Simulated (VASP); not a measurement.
# Al in VASP: a series of runs, part 2 of 2

VASP 6.6.1. The steps go on from the part before.

## 3. Single point, PBEsol

This run uses another cell than the first one, of 16.32 Å³/atom.

The input, INCAR:

```
ALGO = Normal
EDIFF = 1E-7
ENCUT = 520
GGA = PS
ISIF = 2
ISMEAR = 0
ISYM = 0
LASPH = True
LCHARG = False
LREAL = False
LWAVE = False
NBANDS = 8
NELM = 100
PREC = Accurate
SIGMA = 0.1
```

The input, KPOINTS:

```
k-points
0
Gamma
  12 12 17
```

The input, POSCAR:

```
Al
1.0
    2.8679136057      0.0000000000      0.0000000000
    0.0000000000      2.8679136057      0.0000000000
    1.4339568028      1.4339568028      1.9838703370
Al
1
Direct
    0.0000000000      0.0000000000      0.0000000000
```

Potentials or basis: VASP PAW PBE potentials, release 64 (Al).

On the command line:

```
cat potpaw_PBE.64/Al/POTCAR > POTCAR
mpirun -np 1 vasp_std > vasp.out
```

OUTCAR:

```text
EDIFF = 1E-7
   ENCUT = 520
   GGA = PS
   ISIF = 2
   ISMEAR = 0
   ISYM = 0
   LASPH = True
   LREAL = False
   NELM = 100
   PREC = Accurate

 ion  position               nearest neighbor table
   1  0.000  0.000  0.000-

IMPORTANT INFORMATION: All symmetrisations will be switched off!
NOSYMM: (Re-)initialisation of all symmetry stuff for point group C_1.

----------------------------------------------------------------------------------------

                                     Primitive cell

  volume of cell :      16.3172

  direct lattice vectors                    reciprocal lattice vectors
     2.867913606  0.000000000  0.000000000     0.348685539  0.000000000 -0.252032600
     0.000000000  2.867913606  0.000000000     0.000000000  0.348685539 -0.252032600
     1.433956803  1.433956803  1.983870337     0.000000000  0.000000000  0.504065201

  length of vectors
     2.867913606  2.867913606  2.836935977     0.430234862  0.430234862  0.504065201

  position of ions in fractional coordinates (direct lattice)
     0.000000000  0.000000000  0.000000000

  ion indices of the primitive-cell ions
   primitive index   ion index
                 1           1

----------------------------------------------------------------------------------------

 KPOINTS: k-points

Automatic generation of k-mesh.
 Grid dimensions read from file:
 generate k-points for:   12   12   17

 Generating k-lattice:

  Cartesian coordinates                     Fractional coordinates (reciprocal lattice)
     0.029057128  0.000000000 -0.021002717     0.083333333  0.000000000 -0.000000000
     0.000000000  0.029057128 -0.021002717     0.000000000  0.083333333 -0.000000000
     0.000000000  0.000000000  0.029650894     0.000000000  0.000000000  0.058823529

  Length of vectors
     0.035852905  0.035852905  0.029650894

  Shift w.r.t. Gamma in fractional coordinates (k-lattice)
[... 95 lines left out ...]
  volume/ion in A,a.u.               =      16.32       110.11
  Fermi-wavevector in a.u.,A,eV,Ry     =   0.930894  1.759134 11.790308  0.866563
  Thomas-Fermi vector in A             =   2.057330
   LORBIT       =      0    0 simple, 1 ext, 2 COOP (PROOUT), +10 PAW based schemes
   GGA     = PS    functional components
   LHFCALC =     F    Hartree Fock is set to
   AEXX    =    0.0000 exact exchange contribution
   IVDW    =     0    specifies the selected vdW correction
   LEPSILON=     F    determine dielectric tensor
   LRPA    =     F    only Hartree local field effects (RPA)
 non-spin polarized calculation
 Gauss-broadening in eV      SIGMA  =   0.10
  energy-cutoff  :      520.00
  volume of cell :       16.32
 maximum number of plane-waves:       451
 NGX is ok and might be reduce to    24
   NGX = 11   NGY = 11   NGZ = 11

 number of electron       3.0000000 magnetization

 Free energy of the ion-electron system (eV)
  ---------------------------------------------------
  ext. energy  EPLUGINS =         0.00000000
  ---------------------------------------------------
  free energy    TOTEN  =        -4.09464483 eV

  energy without entropy =       -4.09235556  energy(sigma->0) =       -4.09350020

 E-fermi :   8.0696     XC(G=0): -10.2976

 val. band max:        8.0679898991   @ k =   0.4167   0.2500   0.1765
 cond. band min:       8.0729307729   @ k =   0.4167   0.4167   0.1176
 fundamental gap:      0.0049408738
 Fermi energy:         8.0695920166

 k-point     1 :       0.0000    0.0000    0.0000
  band No.  band energies     occupation
      1      -3.1408      2.00000
      2      20.6501      0.00000
      3      20.6501      0.00000
      4      20.8864      0.00000
      5      22.2548      0.00000
      6      22.3255      0.00000
      7      22.3255      0.00000
      8      24.6388      0.00000
[... 243 lines left out ...]
 k-point    24 :       0.3333    0.1667    0.0000
  band No.  band energies     occupation
      1       1.6255      2.00000
      2       7.3052      2.00000
      3      13.0636      0.00000
      4      17.9158      0.00000
      5      19.9621      0.00000
      6      23.0870      0.00000
      7      25.8375      0.00000
      8      28.2000      0.00000

 [... further k-points ...]

------------------------ aborting loop because EDIFF is reached ----------------------------------------

  FORCE on cell =-STRESS in cart. coord.  units (eV):
  Direction    XX          YY          ZZ          XY          YZ          ZX
  --------------------------------------------------------------------------------------
  -------------------------------------------------------------------------------------
  Total       -0.0259996     -0.0259995     -0.1441862     -0.0131860      0.0380418      0.0380418
  in kB       -2.5528856     -2.5528820    -14.1575752     -1.2947233      3.7353103      3.7353074
  external PRESSURE =      -6.4211143 kB  Pullay stress =       0.0000000 kB

 VOLUME and BASIS-vectors are now :
 -----------------------------------------------------------------------------
  energy-cutoff  :      520.00
  volume of cell :       16.32
      direct lattice vectors                 reciprocal lattice vectors
     2.867913606  0.000000000  0.000000000     0.348685539  0.000000000 -0.252032600
     0.000000000  2.867913606  0.000000000     0.000000000  0.348685539 -0.252032600
     1.433956803  1.433956803  1.983870337     0.000000000  0.000000000  0.504065201

 POSITION                                       TOTAL-FORCE (eV/Angst)
 -----------------------------------------------------------------------------------
      0.00000      0.00000      0.00000         0.000000     -0.000000     -0.000000
 -----------------------------------------------------------------------------------
    total drift:                                0.000000     -0.000000     -0.000000

  FREE ENERGIE OF THE ION-ELECTRON SYSTEM (eV)
  ---------------------------------------------------
  free  energy   TOTEN  =        -4.0946448321 eV

  energy  without entropy=       -4.0923555612  energy(sigma->0) =       -4.09350020
```

OSZICAR:

```text
N       E                     dE             d eps       ncg     rms          rms(c)
DAV:   1    -0.266897484061E+01   -0.26690E+01   -0.87473E+02 19696   0.205E+02
DAV:   2    -0.411596206946E+01   -0.14470E+01   -0.14029E+01 26856   0.189E+01
DAV:   3    -0.412332209893E+01   -0.73600E-02   -0.73540E-02 25688   0.151E+00
DAV:   4    -0.412333946764E+01   -0.17369E-04   -0.17368E-04 30256   0.637E-02
DAV:   5    -0.412333951720E+01   -0.49563E-07   -0.50498E-07 25944   0.188E-03    0.141E+00
DAV:   6    -0.410621802022E+01    0.17121E-01   -0.21800E-03 26048   0.194E-01    0.802E-01
DAV:   7    -0.409466153197E+01    0.11556E-01   -0.59580E-03 25648   0.311E-01    0.170E-01
DAV:   8    -0.409464581484E+01    0.15717E-04   -0.20463E-05 28656   0.308E-02    0.969E-03
DAV:   9    -0.409464508436E+01    0.73048E-06   -0.35734E-07 27968   0.271E-03    0.813E-04
DAV:  10    -0.409464483144E+01    0.25292E-06   -0.41161E-09 25624   0.393E-04    0.288E-04
DAV:  11    -0.409464483214E+01   -0.70098E-09   -0.10580E-10 14112   0.561E-05
   1 F= -.40946448E+01 E0= -.40935002E+01  d E =-.228927E-02
```

stdout:

```text
POSCAR found type information on POSCAR Al
 POSCAR found :  1 types and       1 ions
 scaLAPACK will be used
 -----------------------------------------------------------------------------
|                                                                             |
|                                                                             |
[... 21 lines left out ...]
|     Results are often still useful ...                                      |
|                                                                             |
 -----------------------------------------------------------------------------

 POSCAR, INCAR and KPOINTS ok, starting setup
 FFT: planning ... GRIDC
 FFT: planning ... GRID_SOFT
 FFT: planning ... GRID
 WAVECAR not read
 entering main loop
```

Run time: 76 s. Hardware: 1 thread of Intel Xeon 6975P-C (Granite Rapids), shared host; peak memory 0.24 GiB.

What came out:

```yaml
Free_energy: -4.0946 eV
Pressure: -0.6 GPa
Band_gap_on_the_k_mesh: zero (an odd number of electrons rules out a gap without spin polarisation)
```

Stress tensor (GPa, compression positive):
```
-0.26 -0.13  0.37
-0.13 -0.26  0.37
 0.37  0.37 -1.42
```

Levels at points of the mesh, in eV from the Fermi level:
| k point | band 1 | band 2 | band 3 | band 4 | band 5 | band 6 |
| --- | --- | --- | --- | --- | --- | --- |
| (0.00, 0.00, 0.00) | -11.21 | 12.58 | 12.58 | 12.82 | 14.19 | 14.26 |
| (0.50, 0.00, 0.00) | -4.64 | -4.39 | 11.24 | 11.24 | 11.71 | 11.74 |
| (0.00, 0.50, 0.00) | -4.64 | -4.39 | 11.24 | 11.24 | 11.71 | 11.74 |
| (0.50, 0.50, 0.00) | -3.06 | -1.76 | 5.34 | 5.70 | 5.85 | 9.29 |

Caveat: the PAW data sets were made with another functional, which shifts forces and pressure a little.
